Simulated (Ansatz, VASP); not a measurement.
MgO in VASP and in Ansatz

```
CELL_PARAMETERS angstrom
0.00000 2.07961 2.07961
2.07961 0.00000 2.07961
2.07961 2.07961 0.00000
ATOMIC_POSITIONS crystal
Mg 0.00000 0.00000 0.00000
O 0.50000 0.50000 0.50000
```

Alike in both runs: functional LDA; k mesh 10 × 10 × 10; occupations gaussian, width 0.02 eV; no spin polarisation.

Ansatz relaxed the structure, and its values are those at the end. VASP's run is a single point on that final structure, the one shown.

```csv
,VASP,Ansatz
version,VASP 6.6.1,Ansatz 0.2.0
potentials or method,"VASP PAW LDA potentials, release 64 (Mg_sv, O), cutoff 750 eV","scalar-relativistic, plane waves, PAW"
valence electrons in the cell,16,16
```

```tsv
	VASP	Ansatz	Ansatz less VASP
gap on the k mesh at the Fermi level (eV)	5.05	5.03	-0.013
least direct gap on the mesh (eV)	5.05	5.03	-0.013
pressure (GPa)	0.1	0.0	-0.07
```

LDA's correlation is that of Perdew and Zunger in VASP and of Perdew and Wang (1992) in Ansatz.
